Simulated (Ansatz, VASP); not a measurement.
**NaSnI3 in VASP and in Ansatz**

The input POSCAR:

```
NaSnI3
1.0
    5.9534775637      0.0000000000      0.0000000000
    0.0000000000      6.2015391289      0.0000000000
    0.0000000000      0.0000000000      6.2015391289
Na Sn I
1 1 3
Direct
    0.0000000000      0.0000000000      0.0000000000
    0.5000000000      0.5000000000      0.5000000000
    0.5000000000      0.5000000000      0.0000000000
    0.5000000000      0.0000000000      0.5000000000
    0.0000000000      0.5000000000      0.5000000000
```

The input INCAR.step1:

```
SYSTEM = NaSnI3
ALGO = Normal
EDIFF = 1E-5
ENCUT = 520
GGA = PE
ISIF = 2
ISMEAR = -1
LASPH = .True.
LCHARG = .False.
LREAL = .False.
LWAVE = .True.
NBANDS = 29
NELM = 80
PREC = Accurate
SIGMA = 0.02
```

INCAR.step2

```
SYSTEM = NaSnI3
ALGO = Normal
EDIFF = 1E-6
ENCUT = 520
GGA = PE
HFSCREEN = 0.2079
ISIF = 2
ISMEAR = -1
ISTART = 1
LASPH = .True.
LCHARG = .False.
LHFCALC = .True.
LREAL = .False.
LWAVE = .False.
NBANDS = 29
NELM = 80
PREC = Accurate
PRECFOCK = Fast
SIGMA = 0.02
```

KPOINTS

```
k-points
0
Gamma
  2 2 2
  0 0 0
```

Input for Ansatz:

```yaml
crystal:
  lattice:
    - [5.9534775637, 0.0, 0.0]
    - [0.0, 6.2015391289, 0.0]
    - [0.0, 0.0, 6.2015391289]
  atoms:
    - { symbol: Na, position: [0.0, 0.0, 0.0] }
    - { symbol: Sn, position: [0.5, 0.5, 0.5] }
    - { symbol: I, position: [0.5, 0.5, 0.0] }
    - { symbol: I, position: [0.5, 0.0, 0.5] }
    - { symbol: I, position: [0.0, 0.5, 0.5] }
kpoints:
  mp_grid: { grid: [2, 2, 2] }
  band_path:
    path:
      - [0.0, 0.0, 0.0]
      - [0.0, 0.5, 0.0]
      - [0.5, 0.5, 0.0]
      - [0.5, 0.5, 0.5]
      - [0.492594, -0.5, -0.5]
    npoints: 1
hamiltonian:
  xc: hse06
scf:
  occupations: { method: fermi_dirac, width: 0.02 }
  n_extra_bands: 5
output:
  forces: true
  stress: true
  eigenvalues: true
```

Change from the starting cell: uniaxial_x strain -4.0%.

Alike in both runs: task single point; functional HSE06; k mesh 2 × 2 × 2; occupations fermi-dirac, width 0.02 eV; no spin polarisation.

|  | VASP | Ansatz |
| --- | --- | --- |
| version | VASP 6.6.1 | Ansatz 0.2.0 |
| potentials or method | VASP PAW PBE potentials, release 64 (Na_pv, Sn_d, I) | plane waves, PAW |
| plane-wave cutoff (eV) | 520 | 420 |
| valence electrons in the cell | 42 | 74 |

|  | VASP | Ansatz | Ansatz less VASP |
| --- | --- | --- | --- |
| pressure (GPa) | 2.4 | 2.4 | +0.04 |
| traceless stress, the component that is largest in VASP (GPa) | 1.45 | 1.46 | +0.009 |

The functional is the same, so the differences come from potentials, cutoffs and numerics. VASP's potentials hold 42 valence electrons a cell and Ansatz's 74, so a difference there can come from the potentials and not from the codes. Ansatz's warnings: stress exchange threshold loose, stress scf threshold loose.

The k mesh is coarse, so the values compare programs but aren't converged. Neither program's run includes spin-orbit coupling.
